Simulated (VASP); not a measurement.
The system is HfSiO4.

```
CELL_PARAMETERS angstrom
4.24344 0.00000 0.00000
-2.12172 3.67493 0.00000
0.00000 0.00000 4.93047
ATOMIC_POSITIONS crystal
Hf 0.33333 0.66667 0.00000
Si 0.66667 0.33333 0.50000
O 0.48221 0.51779 0.50000
O 0.48221 0.96443 0.50000
O 0.03557 0.51779 0.50000
O 0.66667 0.33333 0.00000
```

```yaml
Program: VASP 6.6.1
Task: relaxation of cell and atoms
Functional: PBE
Potentials_or_basis: VASP PAW PBE potentials, release 64 (Hf_pv, Si, O)
Cutoff: 600 eV
k_mesh: 6 × 6 × 4
Occupations: gaussian, width 0.1 eV
Spin: no spin polarisation
```

At the start: pressure 52.3 GPa; volume 12.81 Å³/atom.

Task: How do energy, volume and symmetry change on relaxing?

Result: Over 16 steps the energy falls by 2727.1 meV/atom and the volume is 13.88 Å³/atom (+8.3 %); space group P-6m2 (No. 187, to 0.05 Å).

Step by step:
| step | energy change (eV) | largest force (eV/Å) | pressure (GPa) | volume (Å³) |
| --- | --- | --- | --- | --- |
| 1 | 0.0000 | 11.3394 | 52.29 | 76.89 |
| 2 | 12.6768 | 25.5481 | 13.47 | 124.64 |
| 3 | 5.5147 | 17.5198 | 4.89 | 108.74 |
| 4 | 2.9577 | 16.6585 | 1.98 | 101.39 |
| 5 | -0.9838 | 15.6578 | 3.19 | 89.04 |
| 6 | -2.1179 | 11.8731 | 13.13 | 82.93 |
| 7 | -10.6016 | 0.2462 | -36.22 | 114.56 |
| 8 | -10.6896 | 1.3552 | -31.49 | 108.58 |
| 9 | -14.2810 | 5.9656 | 23.47 | 79.48 |
| 10 | -15.7187 | 3.7119 | -7.79 | 87.74 |
| 11 | -16.0682 | 1.8039 | 12.03 | 80.08 |
| 12 | -16.3306 | 0.5297 | 2.10 | 82.93 |
| 13 | -16.3306 | 0.4583 | 2.37 | 82.84 |
| 14 | -16.3495 | 0.3267 | -2.70 | 84.34 |
| 15 | -16.3586 | 0.0446 | -0.93 | 83.79 |
| 16 | -16.3624 | 0.0295 | -0.03 | 83.28 |

Final structure:
```cif
data_structure
_symmetry_space_group_name_H-M 'P 1'
_symmetry_Int_Tables_number 1
_cell_length_a 5.4654
_cell_length_b 5.4654
_cell_length_c 3.2192
_cell_angle_alpha 90.000
_cell_angle_beta 90.000
_cell_angle_gamma 120.000
_cell_volume 83.28
loop_
_atom_site_label
_atom_site_type_symbol
_atom_site_fract_x
_atom_site_fract_y
_atom_site_fract_z
_atom_site_occupancy
Hf1 Hf 0.33333 0.66667 0.00000 1
Si1 Si 0.66667 0.33333 0.50000 1
O1 O 0.48302 0.51698 0.50000 1
O2 O 0.48302 0.96603 0.50000 1
O3 O 0.03397 0.51698 0.50000 1
O4 O 0.66667 0.33333 0.00000 1
```
